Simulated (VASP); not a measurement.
Zr3MoF:

```
Zr Mo F
1.0
     4.46998    0.00000    0.00000
     0.00000    4.46998    0.00000
     0.00000    0.00000    4.46998
Zr Mo F
3 1 1
Direct
  0.50000 0.00000 0.00000
  0.00000 0.50000 0.00000
  0.00000 0.00000 0.50000
  0.00000 0.00000 0.00000
  0.50000 0.50000 0.50000
```

| Quantity | Value |
| --- | --- |
| Program | VASP 6.6.1 |
| Task | relaxation of cell and atoms |
| Functional | PBE |
| Potentials or basis | VASP PAW PBE potentials, release 64 (Zr_sv, Mo_sv, F) |
| Cutoff | 600 eV |
| k mesh | 4 × 4 × 4 |
| Occupations | gaussian, width 0.1 eV |
| Spin | collinear spin, ferromagnetic start |
| Starting moments | [0.0, 0.0, 0.0, 1.0, 0.0] μB |

At the start: pressure 51.0 GPa; volume 17.86 Å³/atom.

Problem. Where does the relaxation end?

Solution. Over 5 steps the energy falls by 895.1 meV/atom and the volume is 25.57 Å³/atom (+43.1 %); space group Pm-3m (No. 221, to 0.05 Å); moment 0.00 μB per cell.

Step by step:
```
step  energy change (eV)  largest force (eV/Å)  pressure (GPa)  volume (Å³)
   1              0.0000                0.0000           51.04        89.31
   2             -1.2822                0.0000          -14.41       184.91
   3             -4.4684                0.0000           -1.07       130.08
   4             -4.4746                0.0000           -0.38       128.72
   5             -4.4753                0.0000            0.11       127.83
```

Final structure:
```xyz
5
Lattice="5.0375 0.0000 0.0000 0.0000 5.0375 0.0000 0.0000 0.0000 5.0375" Properties=species:S:1:pos:R:3 pbc="T T T"
Zr    2.5188    0.0000    0.0000
Zr    0.0000    2.5188    0.0000
Zr    0.0000    0.0000    2.5188
Mo    0.0000    0.0000    0.0000
F     2.5188    2.5188    2.5188
```

Caveat: the volume moved by over 15 % at a fixed basis, so the end points are rough.
